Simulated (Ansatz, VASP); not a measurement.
CuO: VASP beside Ansatz

Contents of INCAR:

```
SYSTEM = CuO
  PREC = Accurate
  ENCUT = 820
  EDIFF = 1E-6
  ISMEAR = 0
  SIGMA = 0.1
  LREAL = .False.
  LASPH = .True.
  NELM = 120
  ALGO = Normal
  ISIF = 2
  LWAVE = .False.
  LCHARG = .False.
  GGA = PE
  NBANDS = 33
  GGA_COMPAT = .False.
```

The input KPOINTS:

```
Automatic mesh
0
Gamma
  8 8 4
  0 0 0
```

The input POSCAR:

```
CuO
1.0
    2.3446500000     -1.7134000000      0.0000000000
    2.3446500000      1.7134000000      0.0000000000
   -0.8605500000      0.0000000000      5.0594400000
Cu O
2 2
Direct
    0.0032000000      0.4968000000      0.0000000000
    0.4968000000      0.0032000000      0.5000000000
    0.5714000000      0.4056000000      0.2537000000
    0.4056000000      0.5714000000      0.7537000000
```

Input for Ansatz:

```yaml
crystal:
  lattice:
    - [2.34465, -1.7134, 0.0]
    - [2.34465, 1.7134, 0.0]
    - [-0.86055, 0.0, 5.05944]
  atoms:
    - { symbol: Cu, position: [0.0032, 0.4968, 0.0] }
    - { symbol: Cu, position: [0.4968, 0.0032, 0.5] }
    - { symbol: O, position: [0.5714, 0.4056, 0.2537] }
    - { symbol: O, position: [0.4056, 0.5714, 0.7537] }
basis:
  ecutwfc: 420
kpoints:
  mp_grid: { grid: [8, 8, 4] }
hamiltonian:
  xc: pbe
scf:
  occupations: { method: gaussian, width: 0.1 }
output:
  forces: true
  stress: true
  eigenvalues: true
```

Alike in both runs: task single point; functional PBE; k mesh 8 × 8 × 4; occupations gaussian, width 0.1 eV; no spin polarisation.

|  | VASP | Ansatz |
| --- | --- | --- |
| version | VASP 6.6.1 | Ansatz 0.2.0 |
| potentials or method | VASP PAW PBE potentials, release 64 (Cu_sv_GW, O), cutoff 820 eV | scalar-relativistic, plane waves, PAW |
| valence electrons in the cell | 50 | 50 |

```csv
,VASP,Ansatz,Ansatz less VASP
gap on the k mesh at the Fermi level (eV),none,none,-
pressure (GPa),4.8,5.7,+0.87
"traceless stress, the component that is largest in VASP (GPa)",-1.66,-1.68,-0.021
rms of the force components (eV/Å),0.438,0.434,-0.0045
```

Atom by atom the forces differ by 0.007 eV/Å (rms over components). A gap of «none» marks a metal or a gap that the smearing closes. With one functional, cell and mesh, what is left measures potentials, basis and numerics.
